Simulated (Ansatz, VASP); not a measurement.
# NaCl in VASP and in Ansatz

```
CELL_PARAMETERS angstrom
0.00000 2.79406 2.79406
2.79406 0.00000 2.79406
2.79406 2.79406 0.00000
ATOMIC_POSITIONS crystal
Cl 0.50000 0.50000 0.50000
Na 0.00000 0.00000 0.00000
```

Alike in both runs: task single point; functional PBE-based screened hybrid; k mesh 4 × 4 × 4; occupations fermi-dirac, width 0.05 eV; no spin polarisation.

```csv
,VASP,Ansatz
version,VASP 6.6.1,Ansatz 0.2.0
potentials or method,"VASP PAW PBE potentials, release 64 (Cl, Na_pv), cutoff 520 eV",all-electron PAW datasets made for the crystal
```

```csv
,VASP,Ansatz,Ansatz less VASP
gap on the k mesh at the Fermi level (eV),6.61,6.62,+0.007
least direct gap on the mesh (eV),6.61,6.62,+0.007
pressure (GPa),1.0,1.0,-0.03
```

VASP's potentials were made for PBE, not for PBE-based screened hybrid. Ansatz ran all-electron here, and VASP with PAW potentials.

The k mesh is coarse, so the values compare programs but aren't converged.
